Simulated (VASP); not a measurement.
SbBr2, 6 atoms in the cell. The structure is cubic, space group Pn-3m (No. 224). The conventional cell has a = 5.818 Å, b = 5.818 Å, c = 5.818 Å, α = 90.00°, β = 90.00°, γ = 90.00°. Within 3.3 Å of Sb (site symmetry -43m) lie 4 Br at 2.52 Å. Br (site symmetry -3m) has 2 Sb at 2.52 Å within 3.3 Å. 

```yaml
Program: VASP 6.6.1
Task: relaxation of cell and atoms
Functional: PBE
Potentials_or_basis: VASP PAW PBE potentials, release 64 (Sb, Br)
Cutoff: 600 eV
k_mesh: 4 × 4 × 4
Occupations: gaussian, width 0.1 eV
Spin: no spin polarisation
Dipole_correction: no
Further_INCAR_settings: ALGO = Normal; EDIFF = 1e-07; IBRION = 2; EDIFFG = -0.04; NSW = 90; ISIF = 3
```

Potentials or basis: VASP PAW PBE potentials, release 64 (Sb, Br).

The run is started by

```sh
$ cat potpaw_PBE.64/Sb/POTCAR potpaw_PBE.64/Br/POTCAR > POTCAR
$ mpirun -np 1 vasp_std > vasp.out
```

Hardware: 1 thread of Intel(R) Xeon(R) Platinum 8488C (Sapphire Rapids) (shared host).

Q: Estimate the wall time of this run.

A: It took 4 min on 1 thread of Intel(R) Xeon(R) Platinum 8488C (Sapphire Rapids) (shared host), peak memory 0.35 GiB. Counts: scf iterations 51, k points 10, ion steps 4.
